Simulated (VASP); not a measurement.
The system is MnBr3.

```
Mn Br
1.0
     5.21000    0.00000    0.00000
     0.00000    5.21000    0.00000
     0.00000    0.00000    5.21000
Mn Br
1 3
Direct
  0.00000 0.00000 0.00000
  0.50000 0.00000 0.00000
  0.00000 0.00000 0.50000
  0.00000 0.50000 0.00000
```

Base run:

| Item | Value |
| --- | --- |
| Program | VASP 6.6.1 |
| Functional | PBE |
| Potentials or basis | VASP PAW PBE potentials, release 64 (Mn_pv, Br) |
| Cutoff | 520 eV |
| k mesh | 4 × 4 × 4 |
| Occupations | gaussian, width 0.05 eV |
| Spin | collinear spin, ferromagnetic start |
| Starting moments | [4.0, 0.0, 0.0, 0.0] μB |
| Hubbard terms | Mn d U = 3.9 eV |

Its results: pressure 0.4 GPa; net moment 4.38 μB per cell; site moments Mn +4.42; Br -0.07 μB.

Question: The run is repeated on the same cell with these changes: k mesh from 4 × 4 × 4 to 3 × 3 × 3. What comes out?

Answer: Pressure 0.3 GPa; net moment 4.00 μB per cell; site moments Mn +4.41; Br -0.17 μB.

Caveats: some runs use coarse meshes.
